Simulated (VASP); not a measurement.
Write the native input for VASP 6.6.1 that does the following.

```yaml
Task: electric field gradients
Functional: LDA
Potentials_or_basis: VASP PAW LDA potentials, release 64 (Ta_pv, N)
Cutoff: 520 eV
k_mesh: 12 × 12 × 10
Occupations: fermi-dirac, width 0.02 eV
Spin: no spin polarisation
Dipole_correction: no
Further_INCAR_settings: ALGO = Normal; EDIFF = 1e-08; NBANDS = 15
```

The structure of TaN lies in POSCAR:

```
TaN
1.0
    2.9673788470      0.0000000000      0.0000000000
   -1.4836894235      2.5698254642      0.0000000000
    0.0000000000      0.0000000000      2.8830000000
Ta N
1 1
Direct
    0.3333333333      0.6666666667      0.5000000000
    0.0000000000      0.0000000000      0.0000000000
```

This cell differs from its parent crystal: equal xx and yy strain of +1 %.

The input as run:

INCAR

```
SYSTEM = TaN
PREC = Accurate
ENCUT = 520
EDIFF = 1E-8
ISMEAR = -1
SIGMA = 0.02
LREAL = .FALSE.
LASPH = .TRUE.
NELM = 80
ALGO = Normal
ISIF = 2
LWAVE = .FALSE.
LCHARG = .FALSE.
GGA = CA
LEFG = .TRUE.
NBANDS = 15
```

KPOINTS

```
regular mesh
0
G
  12 12 10
  0 0 0
```

Potentials or basis: VASP PAW LDA potentials, release 64 (Ta_pv, N).

Launch:

```bash
$ cat potpaw_LDA.64/Ta_pv/POTCAR potpaw_LDA.64/N/POTCAR > POTCAR
$ mpirun -np 1 vasp_std > vasp.out
```

It gave:

```
Pressure                                : -16.0 GPa
Band gap on the k mesh                  : zero (bands 8 and 9 overlap by 0.46 eV)
Largest electric field gradient by atom : Ta +13.9; N -1.5 V/Å²
```

Caveat: the cell differs from its parent crystal (equal xx and yy strain of +1 %); the cell stands under tension; without QUAD_EFG the Cq values of the log hold for a quadrupole moment of 1 mb, not for the nuclei; spin-orbit coupling is left out, which moves the levels of the heavy elements.

It took 46 s on 1 thread of Intel Xeon 8259CL, on a shared host, peak memory 0.16 GiB.
